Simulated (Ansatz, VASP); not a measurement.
## TaN: VASP beside Ansatz

File INCAR:

```
SYSTEM = TaN
PREC = Accurate
ENCUT = 520
EDIFF = 1E-6
ISMEAR = 0
SIGMA = 0.15
LREAL = .False.
LASPH = .True.
NELM = 60
ALGO = Normal
ISIF = 2
LWAVE = .False.
LCHARG = .False.
GGA = PS
NBANDS = 15
```

The input KPOINTS:

```
regular mesh
0
Gamma
  18 18 18
  0 0 0
```

File POSCAR:

```
TaN
1.0
    0.0000000000      2.2879500000      2.1790000000
    2.2879500000      0.0000000000      2.1790000000
    2.2879500000      2.2879500000      0.0000000000
Ta N
1 1
Direct
    0.5000000000      0.5000000000      0.5000000000
    0.0000000000      0.0000000000      0.0000000000
```

Input for Ansatz:

```yaml
crystal:
  lattice:
    - [0.0, 2.28795, 2.179]
    - [2.28795, 0.0, 2.179]
    - [2.28795, 2.28795, 0.0]
  atoms:
    - { symbol: Ta, position: [0.5, 0.5, 0.5] }
    - { symbol: "N", position: [0.0, 0.0, 0.0] }
basis:
  ecutwfc: 420
kpoints:
  mp_grid: { grid: [18, 18, 18] }
hamiltonian:
  xc: pbesol
scf:
  occupations: { method: gaussian, width: 0.15 }
output:
  forces: true
  stress: true
  eigenvalues: true
```

Change from the starting cell: strain +0.050 along x and y, +0.000 along z, atoms carried along.

Alike in both runs: task single point; functional PBEsol; k mesh 18 × 18 × 18; occupations gaussian, width 0.15 eV; no spin polarisation.

|  | VASP | Ansatz |
| --- | --- | --- |
| version | VASP 6.6.1 | Ansatz 0.2.0 |
| potentials or method | VASP PAW PBE potentials, release 64 (Ta_pv, N), cutoff 520 eV | scalar-relativistic, plane waves, PAW |
| valence electrons in the cell | 16 | 18 |

Ansatz gave:

```
gap on the k mesh at the Fermi level (eV)                     : none
pressure (GPa)                                                : -23.5
traceless stress, the component that is largest in VASP (GPa) : 14.20
```

Question: Which values does VASP return?

Answer: gap on the k mesh at the Fermi level (eV): none; pressure (GPa): -22.8; traceless stress, the component that is largest in VASP (GPa): 14.32.

VASP's potentials were made for PBE, not for PBEsol. A gap of «none» marks a metal or a gap that the smearing closes. With one functional, cell and mesh, what is left measures potentials, basis and numerics. VASP's potentials hold 16 valence electrons a cell and Ansatz's 18, so a difference there can come from the potentials and not from the codes.

Neither program's run includes spin-orbit coupling.
